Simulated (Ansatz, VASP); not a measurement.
**Two plane-wave programs on SrTiO3**

```
Sr Ti O
1.0
     3.90685    0.00000    0.00000
     0.00000    3.90685    0.00000
     0.00000    0.00000    3.90685
Sr Ti O
1 1 3
Cartesian
  0.0000 0.0000 0.0000
  1.9534 1.9534 1.9534
  1.9534 1.9534 0.0000
  1.9534 0.0000 1.9534
  0.0000 1.9534 1.9534
```

Alike in both runs: task single point; functional PBE0; k mesh 4 × 4 × 4; no spin polarisation.

|  | VASP | Ansatz |
| --- | --- | --- |
| version | VASP 6.6.1 | Ansatz 0.2.0 |
| potentials or method | VASP PAW PBE potentials, release 64 (Sr_sv, Ti_sv, O) | plane waves, PAW |
| plane-wave cutoff (eV) | 520 | 420 |
| occupations | gaussian, width 0.01 eV | fixed |
| valence electrons in the cell | 40 | 40 |

Ansatz gave:

| Item | Value |
| --- | --- |
| gap on the k mesh at the Fermi level (eV) | 4.07 |
| pressure (GPa) | -1.9 |

Estimate VASP's values.

gap on the k mesh at the Fermi level (eV): 4.05; pressure (GPa): -1.3.

Ansatz's warnings: stress exchange threshold loose, stress scf threshold loose.
